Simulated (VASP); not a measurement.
# Hf (I4/mmm) in VASP: notebook

Runs on Hf. Level: r2SCAN. Tasks: single point.

Everything below comes from runs of VASP 6.6.1. Logs are shortened: lines on timing, memory, paths and dates and some standing lists are left out, and cuts for length are marked.

## 1. The cell of the first run

The structure is tetragonal, space group I4/mmm (No. 139). The conventional cell has a = 3.140 Å, b = 3.140 Å, c = 4.174 Å, α = 90.00°, β = 90.00°, γ = 90.00°. Within 4.0 Å of Hf (site symmetry 4/mmm) lie 12 Hf at 3.05 to 3.14 Å.

## 2. Single point, r2SCAN (strain -0.0600 x Voigt [0, 0, 1, 0, 0, 0])

Contents of POSCAR:

```
Hf
1.0
    0.0000000000      2.2200000000      2.0868000000
    2.2200000000      0.0000000000      2.0868000000
    2.2200000000      2.2200000000      0.0000000000
Hf
1
Direct
    0.0000000000      0.0000000000      0.0000000000
```

Contents of INCAR.step1:

```
  PREC = Accurate
  ENCUT = 520
  ISMEAR = 0
  SIGMA = 0.15
  LREAL = F
  LASPH = T
  NELM = 80
  NBANDS = 11
  GGA = PE
  ALGO = Normal
  EDIFF = 1E-4
  LWAVE = T
  LCHARG = F
```

Contents of INCAR.step2:

```
  PREC = Accurate
  ENCUT = 520
  EDIFF = 1E-7
  ISMEAR = 0
  SIGMA = 0.15
  LREAL = F
  LASPH = T
  NELM = 80
  ALGO = Normal
  ISIF = 2
  LWAVE = F
  LCHARG = F
  METAGGA = R2SCAN
  LMIXTAU = T
  NBANDS = 11
  ISTART = 1
```

Contents of KPOINTS:

```
Automatic mesh
0
Gamma
  18 18 18
```

Potentials or basis: VASP PAW PBE potentials, release 64 (Hf_pv).

Started as:

```
$ cat potpaw_PBE.64/Hf_pv/POTCAR > POTCAR
$ cp INCAR.step1 INCAR
$ mpirun -np 1 vasp_std > vasp.out
$ cp INCAR.step2 INCAR
$ mpirun -np 1 vasp_std > vasp.out
```

OUTCAR:

```text
PREC = Accurate
   ENCUT = 520
   EDIFF = 1E-7
   ISMEAR = 0
   LREAL = F
   LASPH = T
   NELM = 80
   ISIF = 2
   METAGGA = R2SCAN
   ISTART = 1

 ion  position               nearest neighbor table
   1  0.000  0.000  0.000-

  LATTYP: Found a body centered tetragonal cell.
 ALAT       =     3.1395541085
 C/A-ratio  =     1.3293607486

  Lattice vectors:

 A1 = (   0.0000000000,  -2.2200000000,  -2.0868000000)
 A2 = (   0.0000000000,   2.2200000000,  -2.0868000000)
 A3 = (   2.2200000000,   0.0000000000,   2.0868000000)

Analysis of symmetry for initial positions (statically):
=====================================================================
 Subroutine PRICEL returns:
 Original cell was already a primitive cell.

 Routine SETGRP: Setting up the symmetry group for a
 body centered tetragonal supercell.

 Subroutine GETGRP returns: Found 16 space group operations
 (whereof 16 operations were pure point group operations)
 out of a pool of 16 trial point group operations.

The static configuration has the point symmetry D_4h.

Analysis of symmetry for dynamics (positions and initial velocities):
=====================================================================
 Subroutine PRICEL returns:
 Original cell was already a primitive cell.

 Routine SETGRP: Setting up the symmetry group for a
 body centered tetragonal supercell.

 Subroutine GETGRP returns: Found 16 space group operations
 (whereof 16 operations were pure point group operations)
 out of a pool of 16 trial point group operations.

The dynamic configuration has the point symmetry D_4h.

 Subroutine INISYM returns: Found 16 space group operations
 (whereof 16 operations are pure point group operations),
 and found     1 'primitive' translations

----------------------------------------------------------------------------------------

                                     Primitive cell

  volume of cell :      20.5692

  direct lattice vectors                    reciprocal lattice vectors
     0.000000000  2.220000000  2.086800000    -0.225225225  0.225225225  0.239601303
     2.220000000  0.000000000  2.086800000     0.225225225 -0.225225225  0.239601303
     2.220000000  2.220000000  0.000000000     0.225225225  0.225225225 -0.239601303

  length of vectors
[... 82 lines left out ...]
   EDIFFG = 0.1E-05   stopping-criterion for IOM
   NSW    =      0    number of steps for IOM
   IBRION =     -1    ionic relax: 0-MD 1-quasi-New 2-CG
   NFREE  =      0    steps in history (QN), initial steepest desc. (CG)
   ISIF   =      2    stress and relaxation
   ISYM   =      2    0-nonsym 1-usesym 2-fastsym
   POTIM  = 0.5000    time-step for ionic-motion
   TEBEG  =    0.0;   TEEND  =   0.0 temperature during run
   PSTRESS=    0.0 pullay stress
   NELECT =      10.0000    total number of electrons
   NUPDOWN=      -1.0000    fix difference up-down
   EMIN   =  10.00;   EMAX   =-10.00  energy-range for DOS
   EFERMI =   0.00;   METHOD = LEGACY
   ISMEAR =     0;   SIGMA  =   0.15  broadening in eV -4-tet -1-fermi 0-gaus
   EFERMI_NEDOS =   21; number of points for ismear=-14 and -15
   IALGO  =     38    algorithm
   IMIX   =      4    mixing-type and parameters
     AMIX     =   0.40;   BMIX     =  1.00
     AMIX_MAG =   1.60;   BMIX_MAG =  1.00
  volume/ion in A,a.u.               =      20.57       138.81
  Fermi-wavevector in a.u.,A,eV,Ry     =   1.287269  2.432585 22.545683  1.657061
  Thomas-Fermi vector in A             =   2.419293
   LORBIT       =      0    0 simple, 1 ext, 2 COOP (PROOUT), +10 PAW based schemes
   METAGGA = R2SCAN    functional components
   LHFCALC =     F    Hartree Fock is set to
   AEXX    =    0.0000 exact exchange contribution
   IVDW    =     0    specifies the selected vdW correction
   LEPSILON=     F    determine dielectric tensor
   LRPA    =     F    only Hartree local field effects (RPA)
 non-spin polarized calculation
 Gauss-broadening in eV      SIGMA  =   0.15
  energy-cutoff  :      520.00
  volume of cell :       20.57
 maximum number of plane-waves:       568
   NGX = 11   NGY = 11   NGZ = 11

 number of electron      10.0000001 magnetization

 Free energy of the ion-electron system (eV)
  ---------------------------------------------------
  ext. energy  EPLUGINS =         0.00000000
  ---------------------------------------------------
  free energy    TOTEN  =       -45.01287842 eV

  energy without entropy =      -44.99774049  energy(sigma->0) =      -45.00530945

 E-fermi :   5.2042     XC(G=0): -12.6014

 val. band max:        5.2035877228   @ k =   0.2778   0.0556   0.0000
 cond. band min:       5.2044521164   @ k =  -0.2222   0.1111   0.0000
 fundamental gap:      0.0008643936
 Fermi energy:         5.2041645502

 k-point     1 :       0.0000    0.0000    0.0000
  band No.  band energies     occupation
      1     -25.5880      2.00000
      2     -25.5871      2.00000
      3     -25.5871      2.00000
      4      -2.6241      2.00000
      5       6.6352      0.00000
      6       6.6352      0.00000
      7       7.3605      0.00000
      8       9.5681      0.00000
      9      10.6312      0.00000
     10      17.3841      0.00000
     11      17.4946      0.00000
[... 309 lines left out ...]
 k-point    24 :      -0.2222    0.0556    0.0000
  band No.  band energies     occupation
      1     -26.1201      2.00000
      2     -25.6771      2.00000
      3     -25.6651      2.00000
      4      -0.5636      2.00000
      5       5.3570      0.14959
      6       7.0365      0.00000
      7       7.5093      0.00000
      8       9.2920      0.00000
      9      10.6503      0.00000
     10      17.4944      0.00000
     11      18.2949      0.00000

 [... further k-points ...]

------------------------ aborting loop because EDIFF is reached ----------------------------------------

  FORCE on cell =-STRESS in cart. coord.  units (eV):
  Direction    XX          YY          ZZ          XY          YZ          ZX
  --------------------------------------------------------------------------------------
  -------------------------------------------------------------------------------------
  Total        1.1145472      1.1145472      1.5217252      0.0000000     -0.0000000     -0.0000000
  in kB       86.8145023     86.8145023    118.5304766      0.0000000     -0.0000000     -0.0000000
  external PRESSURE =      97.3864938 kB  Pullay stress =       0.0000000 kB

 VOLUME and BASIS-vectors are now :
 -----------------------------------------------------------------------------
  energy-cutoff  :      520.00
  volume of cell :       20.57
      direct lattice vectors                 reciprocal lattice vectors
     0.000000000  2.220000000  2.086800000    -0.225225225  0.225225225  0.239601303
     2.220000000  0.000000000  2.086800000     0.225225225 -0.225225225  0.239601303
     2.220000000  2.220000000  0.000000000     0.225225225  0.225225225 -0.239601303

 POSITION                                       TOTAL-FORCE (eV/Angst)
 -----------------------------------------------------------------------------------
      0.00000      0.00000      0.00000        -0.000000      0.000000      0.000000
 -----------------------------------------------------------------------------------
    total drift:                               -0.000000      0.000000     -0.000000

  FREE ENERGIE OF THE ION-ELECTRON SYSTEM (eV)
  ---------------------------------------------------
  free  energy   TOTEN  =       -45.0128784176 eV

  energy  without entropy=      -44.9977404874  energy(sigma->0) =      -45.00530945
```

It took 7.3 min on 1 thread of AMD EPYC 7R13 (Zen 3), shared host; peak memory 0.2 GiB.

Results:

```
Free energy            : -45.0129 eV
Pressure               : 9.7 GPa
Band gap on the k mesh : zero (bands 5 and 6 overlap by 2.32 eV)
```

Stress tensor (GPa, compression positive):
```
 8.68  0.00  0.00
 0.00  8.68  0.00
 0.00  0.00 11.85
```

Levels at points of the mesh, in eV from the Fermi level:
| k point | band 3 | band 4 | band 5 | band 6 | band 7 | band 8 |
| --- | --- | --- | --- | --- | --- | --- |
| (0.00, 0.00, 0.00) | -30.79 | -7.83 | 1.43 | 1.43 | 2.16 | 4.36 |
| (0.50, 0.00, 0.00) | -30.89 | -3.98 | 0.70 | 0.96 | 1.88 | 6.99 |
| (0.50, 0.50, 0.00) | -31.26 | -3.65 | -2.66 | 3.75 | 7.33 | 7.94 |
| (0.50, 0.00, 0.50) | -31.09 | -3.74 | -2.38 | 2.58 | 7.27 | 7.53 |

Caveat: the cell differs from its parent crystal (strain -0.0600 x Voigt [0, 0, 1, 0, 0, 0]); the cell stands under pressure; the PAW data sets were made with another functional, which shifts forces and pressure a little; spin-orbit coupling is left out, which moves the levels of the heavy elements.

[end of part 1 of 2]
